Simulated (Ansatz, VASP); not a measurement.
Two plane-wave programs on Ge

File INCAR:

```
PREC = Accurate
ENCUT = 500
EDIFF = 1E-6
ISMEAR = 0
SIGMA = 0.1
LREAL = False
LASPH = True
NELM = 120
ALGO = Normal
ISIF = 2
LWAVE = False
LCHARG = False
GGA = PS
NBANDS = 36
GGA_COMPAT = False
```

The input KPOINTS:

```
regular mesh
0
Gamma
  4 4 6
```

POSCAR

```
Ge
1.0
    4.1570170879      0.0000000000      0.0000000000
    0.0000000000      5.8789099698      0.0000000000
    0.0000000000      0.0000000000      3.9020377840
Ge
4
Direct
    0.0000000000      0.0000000000      0.0000000000
    0.5000000000      0.2500000000      0.0000000000
    0.5000000000      0.5000000000      0.5000042000
    0.0000000000      0.7500000000      0.5000042000
```

Input for Ansatz:

```yaml
crystal:
  lattice:
    - [4.1570170879, 0.0, 0.0]
    - [0.0, 5.8789099698, 0.0]
    - [0.0, 0.0, 3.902037784]
  atoms:
    - { symbol: Ge, position: [0.0, 0.0, 0.0] }
    - { symbol: Ge, position: [0.5, 0.25, 0.0] }
    - { symbol: Ge, position: [0.5, 0.5, 0.5000042] }
    - { symbol: Ge, position: [0.0, 0.75, 0.5000042] }
basis:
  ecutwfc: 420
kpoints:
  mp_grid: { grid: [4, 4, 6] }
hamiltonian:
  xc: pbesol
  pseudopotentials: { kind: paw, azcp: { folder: soft_1 } }
scf:
  occupations: { method: gaussian, width: 0.1 }
output:
  forces: true
  stress: true
  eigenvalues: true
```

Alike in both runs: task single point; functional PBEsol; k mesh 4 × 4 × 6; occupations gaussian, width 0.1 eV; no spin polarisation.

|  | VASP | Ansatz |
| --- | --- | --- |
| version | VASP 6.6.1 | Ansatz 0.2.0 |
| potentials or method | VASP PAW PBE potentials, release 64 (Ge_d), cutoff 500 eV | scalar-relativistic, plane waves, PAW |
| valence electrons in the cell | 56 | 56 |

|  | VASP | Ansatz | Ansatz less VASP |
| --- | --- | --- | --- |
| gap on the k mesh at the Fermi level (eV) | none | none | - |
| pressure (GPa) | -2.1 | -2.0 | +0.18 |
| traceless stress, the component that is largest in VASP (GPa) | 5.05 | 5.05 | +0.001 |
| rms of the force components (eV/Å) | 0.266 | 0.268 | +0.0020 |

VASP's potentials were made for PBE, not for PBEsol, and Ansatz warns of the same on its side. Atom by atom the forces differ by 0.002 eV/Å (rms over components). A gap of «none» marks a metal or a gap that the smearing closes. Ansatz's warnings: structure snapped to symmetry.

The k mesh is coarse, so the values compare programs but aren't converged.
